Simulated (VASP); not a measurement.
# Bi2Se3 (R-3m) in VASP: further runs, part 2 of 2

VASP 6.6.1. Earlier steps stand in the parts before.

### Step 3. Single point, PBE

This run uses another cell than the first one, of 28.99 Å³/atom, 1.031 times its volume.

File INCAR:

```
ALGO = Normal
EDIFF = 1E-7
ENCUT = 520
GGA = PE
ISIF = 2
ISMEAR = -1
LASPH = True
LCHARG = False
LREAL = False
LWAVE = False
NBANDS = 32
NELM = 100
PREC = Accurate
SIGMA = 0.02
```

File KPOINTS:

```
k-points
0
Gamma
  8 8 8
```

File POSCAR:

```
Bi2Se3
1.0
    2.0711835690      1.1957983911      9.7543162166
   -2.0711835690      1.1957983911      9.7543162166
    0.0000000000     -2.3915967823      9.7543162166
Bi Se
2 3
Direct
    0.3993442181      0.3993442181      0.3993442181
    0.6006557819      0.6006557819      0.6006557819
    0.2141197029      0.2141197029      0.2141197029
    0.7858802971      0.7858802971      0.7858802971
    0.0000000000      0.0000000000      0.0000000000
```

Potentials or basis: VASP PAW PBE potentials, release 64 (Bi_d, Se).

Run with:

```bash
> cat potpaw_PBE.64/Bi_d/POTCAR potpaw_PBE.64/Se/POTCAR > POTCAR
> mpirun -np 1 vasp_std > vasp.out
```

OUTCAR:

```text
EDIFF = 1E-7
   ENCUT = 520
   GGA = PE
   ISIF = 2
   ISMEAR = -1
   LASPH = True
   LREAL = False
   NELM = 100
   PREC = Accurate

 ion  position               nearest neighbor table
   1  0.399  0.399  0.399-   4 2.85   4 2.85   4 2.85   5 3.07   5 3.07   5 3.07
   2  0.601  0.601  0.601-   3 2.85   3 2.85   3 2.85   5 3.07   5 3.07   5 3.07
   3  0.214  0.214  0.214-   2 2.85   2 2.85   2 2.85
   4  0.786  0.786  0.786-   1 2.85   1 2.85   1 2.85
   5  0.000  0.000  0.000-   2 3.07   2 3.07   1 3.07   1 3.07   2 3.07   1 3.07

  LATTYP: Found a trigonal (rhomboedric) cell.
 ALAT       =    10.0432275700
 COS(alpha) =     0.9149409412

  Lattice vectors:

 A1 = (   2.0711835690,   1.1957983911,   9.7543162166)
 A2 = (  -2.0711835690,   1.1957983911,   9.7543162166)
 A3 = (   0.0000000000,  -2.3915967823,   9.7543162166)

Analysis of symmetry for initial positions (statically):
=====================================================================
 Subroutine PRICEL returns:
 Original cell was already a primitive cell.

 Routine SETGRP: Setting up the symmetry group for a
 trigonal (rhombohedral) supercell.

 Subroutine GETGRP returns: Found 12 space group operations
 (whereof 12 operations were pure point group operations)
 out of a pool of 12 trial point group operations.

The static configuration has the point symmetry D_3d.

Analysis of symmetry for dynamics (positions and initial velocities):
=====================================================================
 Subroutine PRICEL returns:
 Original cell was already a primitive cell.

 Routine SETGRP: Setting up the symmetry group for a
 trigonal (rhombohedral) supercell.

 Subroutine GETGRP returns: Found 12 space group operations
 (whereof 12 operations were pure point group operations)
 out of a pool of 12 trial point group operations.

The dynamic configuration has the point symmetry D_3d.

 Subroutine INISYM returns: Found 12 space group operations
 (whereof 12 operations are pure point group operations),
 and found     1 'primitive' translations

----------------------------------------------------------------------------------------

                                     Primitive cell

  volume of cell :     144.9521

  direct lattice vectors                    reciprocal lattice vectors
     2.071183569  1.195798391  9.754316217     0.241407863  0.139376895  0.034172906
    -2.071183569  1.195798391  9.754316217    -0.241407863  0.139376895  0.034172906
     0.000000000 -2.391596782  9.754316217     0.000000000 -0.278753790  0.034172906

  length of vectors
    10.043227570 10.043227570 10.043227570     0.280840636  0.280840636  0.280840636

  position of ions in fractional coordinates (direct lattice)
     0.399344218  0.399344218  0.399344218
     0.600655782  0.600655782  0.600655782
     0.214119703  0.214119703  0.214119703
     0.785880297  0.785880297  0.785880297
     0.000000000  0.000000000  0.000000000

  ion indices of the primitive-cell ions
   primitive index   ion index
                 1           1
                 2           2
                 3           3
                 4           4
                 5           5

----------------------------------------------------------------------------------------

 KPOINTS: k-points

Automatic generation of k-mesh.
 Grid dimensions read from file:
 generate k-points for:    8    8    8

 Generating k-lattice:

  Cartesian coordinates                     Fractional coordinates (reciprocal lattice)
     0.030175983  0.017422112  0.004271613     0.125000000  0.000000000  0.000000000
    -0.030175983  0.017422112  0.004271613     0.000000000  0.125000000  0.000000000
     0.000000000 -0.034844224  0.004271613    -0.000000000 -0.000000000  0.125000000

  Length of vectors
     0.035105080  0.035105080  0.035105080

  Shift w.r.t. Gamma in fractional coordinates (k-lattice)
     0.000000000  0.000000000  0.000000000

 Subroutine IBZKPT returns following result:
 ===========================================

 Found     65 irreducible k-points:

 Following reciprocal coordinates:
            Coordinates               Weight
  0.000000  0.000000  0.000000      1.000000
  0.125000  0.000000 -0.000000      6.000000
  0.250000  0.000000 -0.000000      6.000000
  0.375000  0.000000 -0.000000      6.000000
  0.500000  0.000000 -0.000000      3.000000
  0.125000  0.125000 -0.000000      6.000000
[... 16 lines left out ...]
  0.250000  0.125000  0.125000      6.000000
  0.375000  0.125000  0.125000      6.000000
 [... further k-points ...]
   k-points           NKPTS =     65   k-points in BZ     NKDIM =     65   number of bands    NBANDS=     32
   number of dos      NEDOS =    301   number of ions     NIONS =      5
   total plane-waves  NPLWV = 512000
   dimension x,y,z NGX =    80 NGY =   80 NGZ =   80
   dimension x,y,z NGXF=   160 NGYF=  160 NGZF=  160
   ions per type =               2   3
   NGX,Y,Z   is equivalent  to a cutoff of  13.24, 13.24, 13.24 a.u.
   NGXF,Y,Z  is equivalent  to a cutoff of  26.48, 26.48, 26.48 a.u.
 SYSTEM =  unknown system
   PREC   = accura    normal or accurate (medium, high low for compatibility)
   ISTART =      0    job   : 0-new  1-cont  2-samecut
   ICHARG =      2    charge: 1-file 2-atom 10-const
   ISPIN  =      1    spin polarized calculation?
   LNONCOLLINEAR =      F non collinear calculations
   LSORBIT =      F    spin-orbit coupling
   LASPH  =      T    aspherical Exc in radial PAW
   ENCUT  =  520.0 eV  38.22 Ry    6.18 a.u.  18.67 18.67 18.67*2*pi/ulx,y,z
   NELM   =    100;   NELMIN=  2; NELMDL= -5     # of ELM steps
   EDIFF  = 0.1E-06   stopping-criterion for ELM
   LREAL  =      F    real-space projection
   EDIFFG = 0.1E-05   stopping-criterion for IOM
   NSW    =      0    number of steps for IOM
   IBRION =     -1    ionic relax: 0-MD 1-quasi-New 2-CG
   NFREE  =      0    steps in history (QN), initial steepest desc. (CG)
   ISIF   =      2    stress and relaxation
   ISYM   =      2    0-nonsym 1-usesym 2-fastsym
   POTIM  = 0.5000    time-step for ionic-motion
   TEBEG  =    0.0;   TEEND  =   0.0 temperature during run
   PSTRESS=    0.0 pullay stress
   NELECT =      48.0000    total number of electrons
   NUPDOWN=      -1.0000    fix difference up-down
   EMIN   =  10.00;   EMAX   =-10.00  energy-range for DOS
   EFERMI =   0.00;   METHOD = LEGACY
   ISMEAR =    -1;   SIGMA  =   0.02  broadening in eV -4-tet -1-fermi 0-gaus
   EFERMI_NEDOS =   21; number of points for ismear=-14 and -15
   IALGO  =     38    algorithm
   IMIX   =      4    mixing-type and parameters
     AMIX     =   0.40;   BMIX     =  1.00
     AMIX_MAG =   1.60;   BMIX_MAG =  1.00
  volume/ion in A,a.u.               =      28.99       195.64
  Fermi-wavevector in a.u.,A,eV,Ry     =   1.132610  2.140322 17.453625  1.282805
  Thomas-Fermi vector in A             =   2.269311
   LORBIT       =      0    0 simple, 1 ext, 2 COOP (PROOUT), +10 PAW based schemes
   GGA     = PE    functional components
   LHFCALC =     F    Hartree Fock is set to
   AEXX    =    0.0000 exact exchange contribution
   IVDW    =     0    specifies the selected vdW correction
   LEPSILON=     F    determine dielectric tensor
   LRPA    =     F    only Hartree local field effects (RPA)
 non-spin polarized calculation
  energy-cutoff  :      520.00
  volume of cell :      144.95
 maximum number of plane-waves:      3940
 NGX is ok and might be reduce to    80
   NGX = 37   NGY = 37   NGZ = 37

 number of electron      48.0000003 magnetization

 Free energy of the ion-electron system (eV)
  ---------------------------------------------------
  ext. energy  EPLUGINS =         0.00000000
  ---------------------------------------------------
  free energy    TOTEN  =       -20.18590765 eV

  energy without entropy =      -20.18590735  energy(sigma->0) =      -20.18590750

 E-fermi :   4.8029     XC(G=0):  -9.3743

 val. band max:        4.6319758984   @ k =   0.0000   0.0000   0.0000
 cond. band min:       4.9741257734   @ k =   0.0000   0.0000   0.0000
 fundamental gap:      0.3421498750
 Fermi energy:         4.8028802209

 k-point     1 :       0.0000    0.0000    0.0000
  band No.  band energies     occupation
      1     -18.3932      2.00000
      2     -18.3932      2.00000
      3     -18.3914      2.00000
      4     -18.3914      2.00000
      5     -18.3853      2.00000
      6     -18.3829      2.00000
[... 829 lines left out ...]
     31       9.4265      0.00000
     32      11.1027      0.00000

 [... further k-points ...]
[... 5 lines left out ...]
  --------------------------------------------------------------------------------------
  -------------------------------------------------------------------------------------
  Total        1.9868910      1.9868910      1.8627131     -0.0000000     -0.0000000      0.0000000
  in kB       21.9613986     21.9613986     20.5888415     -0.0000000     -0.0000000      0.0000000
  external PRESSURE =      21.5038796 kB  Pullay stress =       0.0000000 kB

 VOLUME and BASIS-vectors are now :
 -----------------------------------------------------------------------------
  energy-cutoff  :      520.00
  volume of cell :      144.95
      direct lattice vectors                 reciprocal lattice vectors
     2.071183569  1.195798391  9.754316217     0.241407863  0.139376895  0.034172906
    -2.071183569  1.195798391  9.754316217    -0.241407863  0.139376895  0.034172906
     0.000000000 -2.391596782  9.754316217     0.000000000 -0.278753790  0.034172906

 POSITION                                       TOTAL-FORCE (eV/Angst)
 -----------------------------------------------------------------------------------
      0.00000     -0.00000     11.68599         0.000000      0.000000     -0.097239
      0.00000     -0.00000     17.57696         0.000000     -0.000000      0.097239
      0.00000     -0.00000      6.26577         0.000000      0.000000     -0.181119
      0.00000     -0.00000     22.99717         0.000000     -0.000000      0.181119
      0.00000      0.00000      0.00000         0.000000     -0.000000      0.000000
 -----------------------------------------------------------------------------------
    total drift:                                0.000000      0.000000     -0.000000

  FREE ENERGIE OF THE ION-ELECTRON SYSTEM (eV)
  ---------------------------------------------------
  free  energy   TOTEN  =       -20.1859076539 eV

  energy  without entropy=      -20.1859073451  energy(sigma->0) =      -20.18590750
```

stdout:

```text
POSCAR found type information on POSCAR BiSe
 POSCAR found :  2 types and       5 ions
 scaLAPACK will be used
 LDA part: xc-table for (Slater+PW92), standard interpolation
 POSCAR, INCAR and KPOINTS ok, starting setup
 FFT: planning ... GRIDC
 FFT: planning ... GRID_SOFT
 FFT: planning ... GRID
 WAVECAR not read
 entering main loop
```

Wall time 12 min (1 thread of Intel Xeon 6975P-C (Granite Rapids), shared host); peak memory 1 GiB.

What came out:

- Free energy: -20.1859 eV
- Pressure: 2.2 GPa
- Largest force: 0.181 eV/Å
- Band gap on the k mesh: 0.34 eV, direct

Forces on the atoms (eV/Å):
```
Bi   0.000  0.000 -0.097
Bi   0.000  0.000  0.097
Se   0.000  0.000 -0.181
Se   0.000  0.000  0.181
Se   0.000  0.000  0.000
```

Stress tensor (GPa, compression positive):
```
2.20 0.00 0.00
0.00 2.20 0.00
0.00 0.00 2.06
```

Caveat: spin-orbit coupling is left out, which moves the levels of the heavy elements.

### Step 4. Single point, PBE (strain +1.0%)

File INCAR:

```
SYSTEM = Bi2Se3
PREC = Accurate
ENCUT = 520
EDIFF = 1E-6
ISMEAR = -1
SIGMA = 0.02
LREAL = .FALSE.
LASPH = .TRUE.
NELM = 60
ALGO = Normal
ISIF = 2
LWAVE = .FALSE.
LCHARG = .TRUE.
GGA = PE
LELF = .TRUE.
LVHAR = .TRUE.
NBANDS = 32
```

File KPOINTS:

```
regular mesh
0
G
  8 8 8
  0 0 0
```

File POSCAR:

```
Bi2Se3
1.0
    2.0918954047      1.2077563750      9.8518593788
   -2.0918954047      1.2077563750      9.8518593788
    0.0000000000     -2.4155127501      9.8518593788
Bi Se
2 3
Direct
    0.3985381778      0.3985381778      0.3985381778
    0.6014618222      0.6014618222      0.6014618222
    0.2159946233      0.2159946233      0.2159946233
    0.7840053767      0.7840053767      0.7840053767
    0.0000000000      0.0000000000      0.0000000000
```

Potentials or basis: VASP PAW PBE potentials, release 64 (Bi_d, Se).

Run with:

```bash
> cat potpaw_PBE.64/Bi_d/POTCAR potpaw_PBE.64/Se/POTCAR > POTCAR
> mpirun -np 1 vasp_std > vasp.out
```

OUTCAR:

```text
SYSTEM = Bi2Se3
   PREC = Accurate
   ENCUT = 520
   EDIFF = 1E-6
   ISMEAR = -1
   LREAL = .FALSE.
   LASPH = .TRUE.
   NELM = 60
   ISIF = 2
   GGA = PE

 ion  position               nearest neighbor table
   1  0.399  0.399  0.399-   4 2.87   4 2.87   4 2.87   5 3.09   5 3.09   5 3.09
   2  0.601  0.601  0.601-   3 2.87   3 2.87   3 2.87   5 3.09   5 3.09   5 3.09
   3  0.216  0.216  0.216-   2 2.87   2 2.87   2 2.87
   4  0.784  0.784  0.784-   1 2.87   1 2.87   1 2.87
   5  0.000  0.000  0.000-   2 3.09   2 3.09   1 3.09   1 3.09   2 3.09   1 3.09

  LATTYP: Found a trigonal (rhomboedric) cell.
 ALAT       =    10.1436598457
 COS(alpha) =     0.9149409412

  Lattice vectors:

 A1 = (   2.0918954047,   1.2077563750,   9.8518593788)
 A2 = (  -2.0918954047,   1.2077563750,   9.8518593788)
 A3 = (   0.0000000000,  -2.4155127501,   9.8518593788)

Analysis of symmetry for initial positions (statically):
=====================================================================
 Subroutine PRICEL returns:
 Original cell was already a primitive cell.

 Routine SETGRP: Setting up the symmetry group for a
[... 170 lines left out ...]
  free energy    TOTEN  =       -20.21669288 eV

  energy without entropy =      -20.21669278  energy(sigma->0) =      -20.21669283

 E-fermi :   4.3938     XC(G=0):  -9.2178

 val. band max:        4.1948809570   @ k =   0.0000   0.0000   0.0000
 cond. band min:       4.5930998302   @ k =   0.0000   0.0000   0.0000
 fundamental gap:      0.3982188733
 Fermi energy:         4.3938210496

 k-point     1 :       0.0000    0.0000    0.0000
  band No.  band energies     occupation
      1     -18.7024      2.00000
      2     -18.7024      2.00000
      3     -18.7007      2.00000
      4     -18.7007      2.00000
      5     -18.6991      2.00000
      6     -18.6968      2.00000
[... 829 lines left out ...]
     31       9.1665      0.00000
     32      10.7817      0.00000

 [... further k-points ...]
[... 5 lines left out ...]
  --------------------------------------------------------------------------------------
  -------------------------------------------------------------------------------------
  Total        0.9143753      0.9143753      1.2977733      0.0000000     -0.0000000      0.0000000
  in kB        9.8094876      9.8094876     13.9226098      0.0000000     -0.0000000      0.0000000
  external PRESSURE =      11.1805283 kB  Pullay stress =       0.0000000 kB

 VOLUME and BASIS-vectors are now :
 -----------------------------------------------------------------------------
  energy-cutoff  :      520.00
  volume of cell :      149.34
      direct lattice vectors                 reciprocal lattice vectors
     2.091895405  1.207756375  9.851859379     0.239017686  0.137996926  0.033834561
    -2.091895405  1.207756375  9.851859379    -0.239017686  0.137996926  0.033834561
     0.000000000 -2.415512750  9.851859379     0.000000000 -0.275993851  0.033834561

 POSITION                                       TOTAL-FORCE (eV/Angst)
 -----------------------------------------------------------------------------------
      0.00000     -0.00000     11.77903         0.000000      0.000000     -0.090800
      0.00000     -0.00000     17.77655         0.000000     -0.000000      0.090800
      0.00000     -0.00000      6.38385         0.000000      0.000000     -0.162384
      0.00000     -0.00000     23.17173         0.000000     -0.000000      0.162384
      0.00000      0.00000      0.00000         0.000000     -0.000000     -0.000000
 -----------------------------------------------------------------------------------
    total drift:                               -0.000000      0.000000     -0.000000

  FREE ENERGIE OF THE ION-ELECTRON SYSTEM (eV)
  ---------------------------------------------------
  free  energy   TOTEN  =       -20.2166928819 eV

  energy  without entropy=      -20.2166927832  energy(sigma->0) =      -20.21669283
```

OSZICAR:

```text
N       E                     dE             d eps       ncg     rms          rms(c)
DAV:   1     0.465850723397E+03    0.46585E+03   -0.22712E+04  4160   0.153E+03
DAV:   2     0.336351880270E+02   -0.43222E+03   -0.41391E+03  4304   0.404E+02
DAV:   3    -0.188613806872E+02   -0.52497E+02   -0.50047E+02  5536   0.149E+02
DAV:   4    -0.209845616590E+02   -0.21232E+01   -0.21152E+01  4520   0.318E+01
DAV:   5    -0.210619110253E+02   -0.77349E-01   -0.77342E-01  6088   0.624E+00    0.508E+00
DAV:   6    -0.201996159444E+02    0.86230E+00   -0.11576E+00  5776   0.754E+00    0.309E+00
DAV:   7    -0.202081339607E+02   -0.85180E-02   -0.37813E-01  4616   0.254E+00    0.167E+00
DAV:   8    -0.202153865735E+02   -0.72526E-02   -0.43834E-02  4968   0.114E+00    0.559E-01
DAV:   9    -0.202163973831E+02   -0.10108E-02   -0.19488E-03  5568   0.435E-01    0.134E-01
DAV:  10    -0.202165984512E+02   -0.20107E-03   -0.11094E-03  4848   0.169E-01    0.572E-02
DAV:  11    -0.202166535509E+02   -0.55100E-04   -0.12549E-04  4720   0.729E-02    0.335E-02
DAV:  12    -0.202166914459E+02   -0.37895E-04   -0.59933E-05  4448   0.365E-02    0.727E-03
DAV:  13    -0.202166928762E+02   -0.14303E-05   -0.31625E-06  4624   0.152E-02    0.421E-03
DAV:  14    -0.202166928819E+02   -0.57062E-08   -0.82232E-07  3008   0.595E-03
   1 F= -.20216693E+02 E0= -.20216693E+02  d E =-.987013E-07
```

stdout:

```text
POSCAR found type information on POSCAR BiSe
 POSCAR found :  2 types and       5 ions
 scaLAPACK will be used
 LDA part: xc-table for (Slater+PW92), standard interpolation
 POSCAR, INCAR and KPOINTS ok, starting setup
 FFT: planning ... GRIDC
 FFT: planning ... GRID_SOFT
 FFT: planning ... GRID
 WAVECAR not read
 entering main loop
```

Wall time 13 min (1 thread of Intel Xeon 6975P-C (Granite Rapids), shared host); peak memory 1 GiB.

Results:

```
Free energy            : -20.2167 eV
Pressure               : 1.1 GPa
Largest force          : 0.162 eV/Å
Band gap on the k mesh : 0.40 eV, direct
```

Forces on the atoms (eV/Å):
```
Bi   0.000  0.000 -0.091
Bi   0.000  0.000  0.091
Se   0.000  0.000 -0.162
Se   0.000  0.000  0.162
Se   0.000  0.000  0.000
```

Caveat: the cell differs from its parent crystal (strain +1.0%); spin-orbit coupling is left out, which moves the levels of the heavy elements.

### Step 5. Overview

| cell | gap on the mesh (eV) | pressure (GPa) | largest force (eV/Å) |
| --- | --- | --- | --- |
| a = 9.943 Å, angles 23.8°, 5 atoms | 0.28 | 3.4 | 0.21 |
| a = 10.043 Å, angles 23.8°, 5 atoms | 0.34 | 2.2 | 0.18 |
| a = 10.144 Å, angles 23.8°, 5 atoms | 0.40 | 1.1 | 0.16 |

Alike in all rows: task single point; level PBE; potentials or basis VASP PAW PBE potentials, release 64 (Bi_d, Se); no spin polarisation; k mesh 8 × 8 × 8; cutoff (eV) 520; smearing fermi-dirac 0.02 eV.

Caveats: spin-orbit coupling is left out, which moves the levels of the heavy elements.

Absolute energies hang on the potentials; compare differences alone.
